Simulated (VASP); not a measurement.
# Ga (C2/c) in VASP: further runs, part 2 of 2

VASP 6.6.1. The steps go on from the part before.

### 3 Electric field gradients, PBEsol (zz strain of +3 %)

INCAR reads:

```
  PREC = Accurate
  ENCUT = 520
  EDIFF = 1E-8
  ISMEAR = -1
  SIGMA = 0.03
  LREAL = False
  LASPH = True
  NELM = 100
  ALGO = Normal
  ISIF = 2
  LWAVE = False
  LCHARG = False
  GGA = PS
  LEFG = True
  NBANDS = 20
```

KPOINTS reads:

```
regular mesh
0
Gamma
  14 14 11
```

POSCAR reads:

```
Ga
1.0
    1.3830000000     -4.0265000000      0.0000000000
    1.3830000000      4.0265000000      0.0000000000
   -0.1174500000      0.0000000000      3.4298279000
Ga
2
Direct
    0.8690000000      0.1310000000      0.2500000000
    0.1310000000      0.8690000000      0.7500000000
```

Potentials or basis: VASP PAW PBE potentials, release 64 (Ga_d).

Command:

```console
cat potpaw_PBE.64/Ga_d/POTCAR > POTCAR
mpirun -np 1 vasp_std > vasp.out
```

OUTCAR:

```text
PREC = Accurate
   ENCUT = 520
   EDIFF = 1E-8
   ISMEAR = -1
   LREAL = False
   LASPH = True
   NELM = 100
   ISIF = 2
   GGA = PS

 ion  position               nearest neighbor table
   1  0.869  0.131  0.250-   2 2.72   2 2.72   2 2.89   2 2.89
   2  0.131  0.869  0.750-   1 2.72   1 2.72   1 2.89   1 2.89

  LATTYP: Found a base centered monoclinic cell.
 ALAT       =     2.7660000000
 B/A-ratio  =     2.9114244396
 C/A-ratio  =     1.2407224411
 COS(beta)  =    -0.0342236407

  Lattice vectors:

 A1 = (   1.3830000000,  -4.0265000000,   0.0000000000)
 A2 = (   1.3830000000,   4.0265000000,   0.0000000000)
 A3 = (  -0.1174500000,   0.0000000000,   3.4298279000)

Analysis of symmetry for initial positions (statically):
=====================================================================
 Subroutine PRICEL returns:
 Original cell was already a primitive cell.

 Routine SETGRP: Setting up the symmetry group for a
 base centered monoclinic supercell.

 Subroutine GETGRP returns: Found  4 space group operations
 (whereof  2 operations were pure point group operations)
 out of a pool of  4 trial point group operations.

The static configuration has the point symmetry S_2 .
 The point group associated with its full space group is C_2h.

Analysis of symmetry for dynamics (positions and initial velocities):
=====================================================================
 Subroutine PRICEL returns:
 Original cell was already a primitive cell.

 Routine SETGRP: Setting up the symmetry group for a
 base centered monoclinic supercell.

 Subroutine GETGRP returns: Found  4 space group operations
[... 157 lines left out ...]

 k-point     1 :       0.0000    0.0000    0.0000
  band No.  band energies     occupation
      1      -9.8452      2.00000
      2      -9.8292      2.00000
      3      -9.8075      2.00000
      4      -9.7791      2.00000
      5      -9.5112      2.00000
      6      -9.5067      2.00000
[... 541 lines left out ...]
     19      16.0191      0.00000
     20      17.0600      0.00000

 [... further k-points ...]

------------------------ aborting loop because EDIFF is reached ----------------------------------------

  FORCE on cell =-STRESS in cart. coord.  units (eV):
  Direction    XX          YY          ZZ          XY          YZ          ZX
  --------------------------------------------------------------------------------------
  -------------------------------------------------------------------------------------
  Total       -0.7200614     -0.6102867     -0.9336387      0.0000000      0.0000000      0.0292630
  in kB      -30.2014572    -25.5971882    -39.1595076      0.0000000      0.0000000      1.2273749
  external PRESSURE =     -31.6527177 kB  Pullay stress =       0.0000000 kB

 VOLUME and BASIS-vectors are now :
 -----------------------------------------------------------------------------
  energy-cutoff  :      520.00
  volume of cell :       38.20
      direct lattice vectors                 reciprocal lattice vectors
     1.383000000 -4.026500000  0.000000000     0.361532899 -0.124177325  0.012380224
     1.383000000  4.026500000  0.000000000     0.361532899  0.124177325  0.012380224
    -0.117450000  0.000000000  3.429827900     0.000000000  0.000000000  0.291559818

 POSITION                                       TOTAL-FORCE (eV/Angst)
 -----------------------------------------------------------------------------------
      1.35364     -2.97156      0.85746         0.000000      0.138924      0.000000
      1.29491      2.97156      2.57237        -0.000000     -0.138924     -0.000000
 -----------------------------------------------------------------------------------
    total drift:                                0.000000      0.000000     -0.000000

  FREE ENERGIE OF THE ION-ELECTRON SYSTEM (eV)
  ---------------------------------------------------
  free  energy   TOTEN  =        -6.6524521519 eV

  energy  without entropy=       -6.6501153791  energy(sigma->0) =       -6.65128377

 Electric field gradients (V/A^2)
---------------------------------------------------------------------
 ion       V_xx      V_yy      V_zz      V_xy      V_xz      V_yz
---------------------------------------------------------------------
   1      -8.575   -16.309    24.885     0.000    -3.009     0.000
   2      -8.575   -16.309    24.885     0.000    -3.009     0.000
---------------------------------------------------------------------

 Electric field gradients after diagonalization (V/A^2)
 (convention: |V_zz| > |V_xx| > |V_yy|)
----------------------------------------------------------------------
 ion       V_xx      V_yy      V_zz     asymmetry (V_yy - V_xx)/ V_zz
----------------------------------------------------------------------
   1     -16.309    -8.844    25.153       0.297
   2     -16.309    -8.844    25.153       0.297
----------------------------------------------------------------------

           NMR quadrupolar parameters

 Cq : quadrupolar parameter    Cq=e*Q*V_zz/h
 eta: asymmetry parameters     (V_yy - V_xx)/ V_zz
 Q  : nuclear electric quadrupole moment in mb (millibarn)
----------------------------------------------------------------------
 ion       Cq(MHz)       eta       Q (mb)
----------------------------------------------------------------------
   1       0.061       0.297       1.000
   2       0.061       0.297       1.000
----------------------------------------------------------------------
```

stdout:

```text
POSCAR found type information on POSCAR Ga
 POSCAR found :  1 types and       2 ions
 scaLAPACK will be used
 -----------------------------------------------------------------------------
|                                                                             |
|                                                                             |
|     You enforced a specific xc type in the INCAR file but a different       |
|     I HOPE YOU KNOW WHAT YOU ARE DOING!                                     |
|                                                                             |
 -----------------------------------------------------------------------------

 LDA part: xc-table for (Slater+PW92), standard interpolation
 POSCAR, INCAR and KPOINTS ok, starting setup
 FFT: planning ... GRIDC
 FFT: planning ... GRID_SOFT
 FFT: planning ... GRID
 WAVECAR not read
 entering main loop
ion   1

ion   2
```

It took 8.3 min on 1 thread of Intel Xeon 8259CL, shared host; peak memory 0.46 GiB.

What came out:

```
Free energy                             : -6.6525 eV
Pressure                                : -3.2 GPa
Largest force                           : 0.139 eV/Å
Band gap on the k mesh                  : zero (bands 13 and 14 overlap by 7.81 eV)
Largest electric field gradient by atom : Ga +25.2 V/Å²
```

Forces in eV/Å, atoms in the order of the input:
```
Ga   0.000  0.139  0.000
Ga   0.000 -0.139  0.000
```

Electric field gradients, principal values (V/Å²):
| atom | least | middle | greatest (by size) |
| --- | --- | --- | --- |
| 1 Ga | -8.844 | -16.309 | 25.153 |
| 2 Ga | -8.844 | -16.309 | 25.153 |

Caveat: the cell differs from its parent crystal (zz strain of +3 %); the cell stands under tension; without QUAD_EFG the Cq values of the log hold for a quadrupole moment of 1 mb, not for the nuclei; the PAW data sets were made with another functional, which shifts forces and pressure a little.
